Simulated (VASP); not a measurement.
Here is a VASP 6.6.1 calculation.

Contents of INCAR:

```
ALGO = Fast ; EDIFF = 1E-6
ENCUT = 520 ; GGA = PE
ISIF = 2 ; ISMEAR = 0
LASPH = True ; LCHARG = False
LREAL = False ; LWAVE = False
NBANDS = 8 ; NELM = 80
PREC = Accurate ; SIGMA = 0.1
```

KPOINTS

```
k-points
0
Gamma
  28 28 28
```

POSCAR

```
Al
1.0
   -1.4288920766      1.4282300293      2.0200490114
    1.4288920766     -1.4282300293      2.0200490114
    1.4288920766      1.4282300293     -2.0200490114
Al
1
Direct
    0.0000000000      0.5000000000      0.5000000000
```

Potentials or basis: VASP PAW PBE potentials, release 64 (Al).

Launch:

```console
$ cat potpaw_PBE.64/Al/POTCAR > POTCAR
$ mpirun -np 1 vasp_std > vasp.out
```

(1) Predict the pressure.

## Answers

(1) 0.0 GPa.
